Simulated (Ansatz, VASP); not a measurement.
Two plane-wave programs on PbO

Contents of INCAR:

```
SYSTEM = PbO
ALGO = Normal
EDIFF = 1E-8
ENCUT = 520
ISIF = 2
ISMEAR = -1
LASPH = .TRUE.
LCHARG = .FALSE.
LEFG = .TRUE.
LREAL = .FALSE.
LWAVE = .FALSE.
NBANDS = 28
NELM = 60
PREC = Accurate
SIGMA = 0.03
```

The input KPOINTS:

```
k-points
0
G
  7 7 6
  0 0 0
```

File POSCAR:

```
PbO
1.0
    4.0267007345      0.0000000000      0.0000000000
    0.0000000000      4.0267007345      0.0000000000
    0.0000000000      0.0000000000      5.0880865260
Pb O
2 2
Direct
    0.0000000000      0.5000000000      0.2351000000
    0.5000000000      0.0000000000      0.7649000000
    0.0000000000      0.0000000000      0.0000000000
    0.5000000000      0.5000000000      0.0000000000
```

Input for Ansatz:

```yaml
crystal:
  lattice:
    - [4.0267007345, 0.0, 0.0]
    - [0.0, 4.0267007345, 0.0]
    - [0.0, 0.0, 5.088086526]
  atoms:
    - { symbol: Pb, position: [0.0, 0.5, 0.2351] }
    - { symbol: Pb, position: [0.5, 0.0, 0.7649] }
    - { symbol: O, position: [0.0, 0.0, 0.0] }
    - { symbol: O, position: [0.5, 0.5, 0.0] }
kpoints:
  mp_grid: { grid: [7, 7, 6] }
scf:
  occupations: { method: fermi_dirac, width: 0.03 }
hamiltonian:
  xc: lda
  pseudopotentials: { kind: paw }
output:
  forces: true
  stress: true
  eigenvalues: true
  efg: { contact_densities: true }
```

Change from the starting cell: volume scaled by 1.04, PAW files.

Alike in both runs: task electric field gradients; functional LDA; k mesh 7 × 7 × 6; occupations fermi-dirac, width 0.03 eV; no spin polarisation.

|  | VASP | Ansatz |
| --- | --- | --- |
| version | VASP 6.6.1 | Ansatz 0.2.0 |
| potentials or method | VASP PAW LDA potentials, release 64 (Pb_d, O) | PAW with Ansatz's default frozen-core files, scalar-relativistic |
| plane-wave cutoff (eV) | 520 | 420 |
| valence electrons in the cell | 40 | 40 |

Ansatz gave:

```
gap on the k mesh at the Fermi level (eV)                     : 1.52
pressure (GPa)                                                : -4.8
traceless stress, the component that is largest in VASP (GPa) : 0.67
rms of the force components (eV/Å)                            : 0.273
size of Vzz on the site where it differs most (V/Å²)          : 201.4
```

Which values does VASP return?

gap on the k mesh at the Fermi level (eV): 1.49; pressure (GPa): -4.6; traceless stress, the component that is largest in VASP (GPa): 0.67; rms of the force components (eV/Å): 0.246; size of Vzz on the site where it differs most (V/Å²): 212.5.

LDA's correlation is that of Perdew and Zunger in VASP and of Perdew and Wang (1992) in Ansatz. Atom by atom the forces differ by 0.027 eV/Å (rms over components).

Neither program's run includes spin-orbit coupling.
